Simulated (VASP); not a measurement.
# Ru (P6_3/mmc) in VASP: a series of runs

Ru is run at these levels: PBE; tasks: single point.

All numbers are computed with VASP 6.6.1; they aren't measurements. Logs are shortened: lines on timing, memory, paths and dates and some standing lists are left out, and cuts for length are marked.

## 1. The cell of the first run

It takes space group P6_3/mmc (No. 194, hexagonal). Conventional cell: a = 2.741 Å, b = 2.741 Å, c = 4.338 Å, α = 90.00°, β = 90.00°, γ = 120.00°. Within 3.5 Å of Ru (site symmetry -6m2) lie 12 Ru at 2.69 to 2.74 Å.

## 2. Single point, PBE (volume scaled by 1.04)

INCAR

```
SYSTEM = Ru
  PREC = Accurate
  ENCUT = 520
  EDIFF = 1E-6
  ISMEAR = -1
  SIGMA = 0.03
  LREAL = .False.
  LASPH = .True.
  NELM = 100
  ALGO = Normal
  ISIF = 2
  LWAVE = .False.
  LCHARG = .True.
  GGA = PE
  LELF = .True.
  LVHAR = .True.
  NBANDS = 21
```

KPOINTS

```
Automatic mesh
0
Gamma
  14 14 8
  0 0 0
```

POSCAR

```
Ru
1.0
    2.7414060403      0.0000000000      0.0000000000
   -1.3707030201      2.3741272730      0.0000000000
    0.0000000000      0.0000000000      4.3382472512
Ru
2
Direct
    0.3333333333      0.6666666667      0.2500000000
    0.6666666667      0.3333333333      0.7500000000
```

Potentials or basis: VASP PAW PBE potentials, release 64 (Ru_pv).

The run is started by

```
> cat potpaw_PBE.64/Ru_pv/POTCAR > POTCAR
> mpirun -np 1 vasp_std > vasp.out
```

OUTCAR:

```text
SYSTEM = Ru
   PREC = Accurate
   ENCUT = 520
   EDIFF = 1E-6
   ISMEAR = -1
   LREAL = .False.
   LASPH = .True.
   NELM = 100
   ISIF = 2
   GGA = PE

 ion  position               nearest neighbor table
   1  0.333  0.667  0.250-   2 2.69   2 2.69   2 2.69   2 2.69   2 2.69   2 2.69
   2  0.667  0.333  0.750-   1 2.69   1 2.69   1 2.69   1 2.69   1 2.69   1 2.69

  LATTYP: Found a hexagonal cell.
 ALAT       =     2.7414060403
 C/A-ratio  =     1.5824898565

  Lattice vectors:

 A1 = (   2.7414060403,   0.0000000000,   0.0000000000)
 A2 = (  -1.3707030201,   2.3741272730,   0.0000000000)
 A3 = (   0.0000000000,   0.0000000000,   4.3382472512)

Analysis of symmetry for initial positions (statically):
=====================================================================
 Subroutine PRICEL returns:
 Original cell was already a primitive cell.

 Routine SETGRP: Setting up the symmetry group for a
 hexagonal supercell.

 Subroutine GETGRP returns: Found 24 space group operations
 (whereof 12 operations were pure point group operations)
 out of a pool of 24 trial point group operations.

The static configuration has the point symmetry D_3d.
 The point group associated with its full space group is D_6h.

Analysis of symmetry for dynamics (positions and initial velocities):
=====================================================================
 Subroutine PRICEL returns:
 Original cell was already a primitive cell.

 Routine SETGRP: Setting up the symmetry group for a
 hexagonal supercell.

 Subroutine GETGRP returns: Found 24 space group operations
 (whereof 12 operations were pure point group operations)
 out of a pool of 24 trial point group operations.

The dynamic configuration has the point symmetry D_3d.
 The point group associated with its full space group is D_6h.

 Subroutine INISYM returns: Found 24 space group operations
 (whereof 12 operations are pure point group operations),
 and found     1 'primitive' translations

----------------------------------------------------------------------------------------

                                     Primitive cell

  volume of cell :      28.2353

  direct lattice vectors                    reciprocal lattice vectors
     2.741406040  0.000000000  0.000000000     0.364776317  0.210603705  0.000000000
    -1.370703020  2.374127273  0.000000000     0.000000000  0.421207410  0.000000000
     0.000000000  0.000000000  4.338247251     0.000000000  0.000000000  0.230507839

  length of vectors
     2.741406040  2.741406040  4.338247251     0.421207410  0.421207410  0.230507839

  position of ions in fractional coordinates (direct lattice)
     0.333333333  0.666666667  0.250000000
     0.666666667  0.333333333  0.750000000

  ion indices of the primitive-cell ions
   primitive index   ion index
                 1           1
                 2           2

----------------------------------------------------------------------------------------

 KPOINTS: Automatic mesh

Automatic generation of k-mesh.
 Grid dimensions read from file:
 generate k-points for:   14   14    8

 Generating k-lattice:

  Cartesian coordinates                     Fractional coordinates (reciprocal lattice)
     0.026055451  0.015043122  0.000000000     0.071428571  0.000000000  0.000000000
     0.000000000  0.030086244  0.000000000     0.000000000  0.071428571  0.000000000
     0.000000000  0.000000000  0.028813480     0.000000000  0.000000000  0.125000000

  Length of vectors
     0.030086244  0.030086244  0.028813480

  Shift w.r.t. Gamma in fractional coordinates (k-lattice)
     0.000000000  0.000000000  0.000000000

 Subroutine IBZKPT returns following result:
 ===========================================

 Found    120 irreducible k-points:

 Following reciprocal coordinates:
            Coordinates               Weight
  0.000000  0.000000  0.000000      1.000000
  0.071429  0.000000  0.000000      6.000000
  0.142857 -0.000000  0.000000      6.000000
  0.214286 -0.000000  0.000000      6.000000
  0.285714 -0.000000  0.000000      6.000000
  0.357143  0.000000  0.000000      6.000000
[... 16 lines left out ...]
  0.285714  0.285714  0.000000      6.000000
  0.357143  0.285714  0.000000      6.000000
 [... further k-points ...]
   k-points           NKPTS =    120   k-points in BZ     NKDIM =    120   number of bands    NBANDS=     21
   number of dos      NEDOS =    301   number of ions     NIONS =      2
   total plane-waves  NPLWV =  12800
   dimension x,y,z NGX =    20 NGY =   20 NGZ =   32
   dimension x,y,z NGXF=    40 NGYF=   40 NGZF=   64
   ions per type =               2
   NGX,Y,Z   is equivalent  to a cutoff of  12.13, 12.13, 12.26 a.u.
   NGXF,Y,Z  is equivalent  to a cutoff of  24.26, 24.26, 24.53 a.u.
 SYSTEM =  Ru
   PREC   = accura    normal or accurate (medium, high low for compatibility)
   ISTART =      0    job   : 0-new  1-cont  2-samecut
   ICHARG =      2    charge: 1-file 2-atom 10-const
   ISPIN  =      1    spin polarized calculation?
   LNONCOLLINEAR =      F non collinear calculations
   LSORBIT =      F    spin-orbit coupling
   LASPH  =      T    aspherical Exc in radial PAW
   ENCUT  =  520.0 eV  38.22 Ry    6.18 a.u.   5.10  5.10  8.07*2*pi/ulx,y,z
   NELM   =    100;   NELMIN=  2; NELMDL= -5     # of ELM steps
   EDIFF  = 0.1E-05   stopping-criterion for ELM
   LREAL  =      F    real-space projection
   EDIFFG = 0.1E-04   stopping-criterion for IOM
   NSW    =      0    number of steps for IOM
   IBRION =     -1    ionic relax: 0-MD 1-quasi-New 2-CG
   NFREE  =      0    steps in history (QN), initial steepest desc. (CG)
   ISIF   =      2    stress and relaxation
   ISYM   =      2    0-nonsym 1-usesym 2-fastsym
   POTIM  = 0.5000    time-step for ionic-motion
   TEBEG  =    0.0;   TEEND  =   0.0 temperature during run
   PSTRESS=    0.0 pullay stress
   NELECT =      28.0000    total number of electrons
   NUPDOWN=      -1.0000    fix difference up-down
   EMIN   =  10.00;   EMAX   =-10.00  energy-range for DOS
   EFERMI =   0.00;   METHOD = LEGACY
   ISMEAR =    -1;   SIGMA  =   0.03  broadening in eV -4-tet -1-fermi 0-gaus
   EFERMI_NEDOS =   21; number of points for ismear=-14 and -15
   IALGO  =     38    algorithm
   IMIX   =      4    mixing-type and parameters
     AMIX     =   0.40;   BMIX     =  1.00
     AMIX_MAG =   1.60;   BMIX_MAG =  1.00
  volume/ion in A,a.u.               =      14.12        95.27
  Fermi-wavevector in a.u.,A,eV,Ry     =   1.632539  3.085052 36.262033  2.665184
  Thomas-Fermi vector in A             =   2.724493
   LORBIT       =      0    0 simple, 1 ext, 2 COOP (PROOUT), +10 PAW based schemes
   GGA     = PE    functional components
   LHFCALC =     F    Hartree Fock is set to
   AEXX    =    0.0000 exact exchange contribution
   IVDW    =     0    specifies the selected vdW correction
   LEPSILON=     F    determine dielectric tensor
   LRPA    =     F    only Hartree local field effects (RPA)
 non-spin polarized calculation
  energy-cutoff  :      520.00
  volume of cell :       28.24
 maximum number of plane-waves:       778
   NGX = 11   NGY = 11   NGZ = 17

 number of electron      28.0000011 magnetization

 Free energy of the ion-electron system (eV)
  ---------------------------------------------------
  ext. energy  EPLUGINS =         0.00000000
  ---------------------------------------------------
  free energy    TOTEN  =       -18.44908026 eV

  energy without entropy =      -18.44200234  energy(sigma->0) =      -18.44554130

 E-fermi :  12.1242     XC(G=0): -13.8787

 val. band max:       12.1181619717   @ k =   0.0000   0.0000   0.3750
 cond. band min:      12.1343300625   @ k =   0.2857   0.1429   0.0000
 fundamental gap:      0.0161680908
 Fermi energy:        12.1241681771

 k-point     1 :       0.0000    0.0000    0.0000
  band No.  band energies     occupation
      1     -31.3709      2.00000
      2     -30.5451      2.00000
      3     -30.5451      2.00000
      4     -30.3945      2.00000
      5     -30.3945      2.00000
      6     -30.3666      2.00000
[... 13 lines left out ...]
     20      22.6064      0.00000
     21      22.6123      0.00000

 k-point     2 :       0.0714    0.0000    0.0000
  band No.  band energies     occupation
      1     -31.3556      2.00000
      2     -30.5773      2.00000
      3     -30.5560      2.00000
      4     -30.4282      2.00000
      5     -30.3990      2.00000
      6     -30.3737      2.00000
[... 13 lines left out ...]
     20      22.6064      0.00000
     21      22.6120      0.00000

 k-point     3 :       0.1429   -0.0000    0.0000
  band No.  band energies     occupation
      1     -31.3113      2.00000
      2     -30.6677      2.00000
      3     -30.5859      2.00000
      4     -30.5214      2.00000
      5     -30.4122      2.00000
      6     -30.3951      2.00000
[... 13 lines left out ...]
     20      22.6063      0.00000
     21      22.6112      0.00000

 k-point     4 :       0.2143   -0.0000    0.0000
  band No.  band energies     occupation
      1     -31.2425      2.00000
      2     -30.7985      2.00000
      3     -30.6526      2.00000
      4     -30.6276      2.00000
      5     -30.4325      2.00000
      6     -30.4308      2.00000
[... 13 lines left out ...]
     20      22.6063      0.00000
     21      22.6101      0.00000

 k-point     5 :       0.2857   -0.0000    0.0000
  band No.  band energies     occupation
      1     -31.1566      2.00000
      2     -30.9438      2.00000
      3     -30.7938      2.00000
      4     -30.6724      2.00000
      5     -30.4798      2.00000
      6     -30.4563      2.00000
[... 13 lines left out ...]
     20      22.6063      0.00000
     21      22.6088      0.00000

 k-point     6 :       0.3571    0.0000    0.0000
  band No.  band energies     occupation
      1     -31.0747      2.00000
      2     -31.0645      2.00000
      3     -30.9174      2.00000
      4     -30.7117      2.00000
      5     -30.5384      2.00000
      6     -30.4784      2.00000
[... 13 lines left out ...]
     20      22.5882      0.00000
     21      22.6064      0.00000

 k-point     7 :       0.4286   -0.0000    0.0000
  band No.  band energies     occupation
      1     -31.1650      2.00000
      2     -31.0011      2.00000
      3     -30.9842      2.00000
      4     -30.7384      2.00000
      5     -30.5955      2.00000
      6     -30.4941      2.00000
[... 13 lines left out ...]
     20      22.6060      0.00000
     21      22.6524      0.00000
[... 291 lines left out ...]
      1     -31.0378      2.00000
      2     -30.9966      2.00000
      3     -30.9662      2.00000
      4     -30.7261      2.00000
      5     -30.5816      2.00000
      6     -30.5563      2.00000
[... 13 lines left out ...]
     20      22.6050      0.00000
     21      22.6057      0.00000

 k-point    21 :       0.2857    0.2143    0.0000
  band No.  band energies     occupation
      1     -31.0737      2.00000
      2     -30.9809      2.00000
      3     -30.9517      2.00000
      4     -30.7979      2.00000
      5     -30.6336      2.00000
      6     -30.6196      2.00000
[... 13 lines left out ...]
     20      22.6021      0.00000
     21      22.6092      0.00000

 k-point    22 :       0.3571    0.2143    0.0000
  band No.  band energies     occupation
      1     -31.1169      2.00000
      2     -30.9654      2.00000
      3     -30.8828      2.00000
      4     -30.8622      2.00000
      5     -30.6758      2.00000
      6     -30.6610      2.00000
[... 13 lines left out ...]
     20      22.6058      0.00000
     21      22.6071      0.00000

 k-point    23 :       0.2857    0.2857    0.0000
  band No.  band energies     occupation
      1     -31.0831      2.00000
      2     -30.9717      2.00000
      3     -30.8703      2.00000
      4     -30.8617      2.00000
      5     -30.7085      2.00000
      6     -30.6864      2.00000
[... 13 lines left out ...]
     20      22.6059      0.00000
     21      22.6066      0.00000

 k-point    24 :       0.3571    0.2857    0.0000
  band No.  band energies     occupation
      1     -31.0861      2.00000
      2     -30.9261      2.00000
      3     -30.9225      2.00000
      4     -30.8163      2.00000
      5     -30.7399      2.00000
      6     -30.7351      2.00000
[... 13 lines left out ...]
     20      22.6064      0.00000
     21      22.6065      0.00000

 [... further k-points ...]

------------------------ aborting loop because EDIFF is reached ----------------------------------------

  FORCE on cell =-STRESS in cart. coord.  units (eV):
  Direction    XX          YY          ZZ          XY          YZ          ZX
  --------------------------------------------------------------------------------------
  -------------------------------------------------------------------------------------
  Total       -1.1918018     -1.1918018     -1.5769654     -0.0000000      0.0000000     -0.0000000
  in kB      -67.6274435    -67.6274435    -89.4831150     -0.0000000      0.0000000     -0.0000000
  external PRESSURE =     -74.9126673 kB  Pullay stress =       0.0000000 kB

 VOLUME and BASIS-vectors are now :
 -----------------------------------------------------------------------------
  energy-cutoff  :      520.00
  volume of cell :       28.24
      direct lattice vectors                 reciprocal lattice vectors
     2.741406040  0.000000000  0.000000000     0.364776317  0.210603705  0.000000000
    -1.370703020  2.374127273  0.000000000     0.000000000  0.421207410  0.000000000
     0.000000000  0.000000000  4.338247251     0.000000000  0.000000000  0.230507839

 POSITION                                       TOTAL-FORCE (eV/Angst)
 -----------------------------------------------------------------------------------
     -0.00000      1.58275      1.08456        -0.000000      0.000000      0.000000
      1.37070      0.79138      3.25369         0.000000      0.000000      0.000000
 -----------------------------------------------------------------------------------
    total drift:                                0.000000     -0.000000      0.000000

  FREE ENERGIE OF THE ION-ELECTRON SYSTEM (eV)
  ---------------------------------------------------
  free  energy   TOTEN  =       -18.4490802648 eV

  energy  without entropy=      -18.4420023385  energy(sigma->0) =      -18.44554130
```

It took 30 s on 1 thread of AMD EPYC 9R45 (Zen 5), shared host; peak memory 0.14 GiB.

What came out:

| Item | Value |
| --- | --- |
| Free energy | -18.4491 eV |
| Pressure | -7.5 GPa |
| Band gap on the k mesh | zero (band 14 reaches 13.66 eV, above the bottom of band 15 at 10.72 eV) |

## 3. Single point, PBE (volume scaled by 1.06)

INCAR

```
  PREC = Accurate
  ENCUT = 520
  EDIFF = 1E-7
  ISMEAR = -1
  SIGMA = 0.03
  LREAL = F
  LASPH = T
  NELM = 100
  ALGO = Normal
  ISIF = 2
  LWAVE = F
  LCHARG = T
  GGA = PE
  LELF = T
  LVHAR = T
  NBANDS = 21
```

KPOINTS

```
Automatic mesh
0
Gamma
  14 14 8
```

POSCAR

```
Ru
1.0
    2.7588676960      0.0000000000      0.0000000000
   -1.3794338480      2.3892495105      0.0000000000
    0.0000000000      0.0000000000      4.3658801443
Ru
2
Direct
    0.3333333333      0.6666666667      0.2500000000
    0.6666666667      0.3333333333      0.7500000000
```

Potentials or basis: VASP PAW PBE potentials, release 64 (Ru_pv).

The run is started by

```
> cat potpaw_PBE.64/Ru_pv/POTCAR > POTCAR
> mpirun -np 1 vasp_std > vasp.out
```

It took 44 s on 1 thread of AMD EPYC 9R45 (Zen 5), shared host; peak memory 0.16 GiB.

Results (log left out):

- Free energy: -18.4154 eV
- Pressure: -12.5 GPa
- Band gap on the k mesh: zero (band 14 reaches 13.27 eV, above the bottom of band 15 at 10.42 eV)

Stress tensor (GPa, compression positive):
```
-11.69   0.00   0.00
  0.00 -11.69   0.00
  0.00   0.00 -14.11
```

Levels at points of the mesh, in eV from the Fermi level:
| k point | band 10 | band 11 | band 12 | band 13 | band 14 | band 15 | band 16 | band 17 | band 18 | band 19 |
| --- | --- | --- | --- | --- | --- | --- | --- | --- | --- | --- |
| (0.00, 0.00, 0.00) | -2.35 | -2.21 | -1.74 | -1.74 | -1.26 | -1.26 | 1.09 | 1.09 | 1.26 | 9.63 |
| (0.50, 0.00, 0.00) | -2.75 | -1.90 | -1.67 | -1.39 | 1.31 | 1.68 | 1.74 | 3.78 | 5.73 | 10.49 |
| (0.00, 0.00, 0.50) | -2.51 | -2.51 | -2.51 | -2.51 | -2.51 | 0.50 | 0.50 | 0.50 | 0.50 | 10.51 |
| (0.50, 0.00, 0.50) | -4.14 | -0.95 | -0.95 | 0.43 | 0.43 | 1.54 | 1.54 | 3.20 | 3.20 | 9.90 |
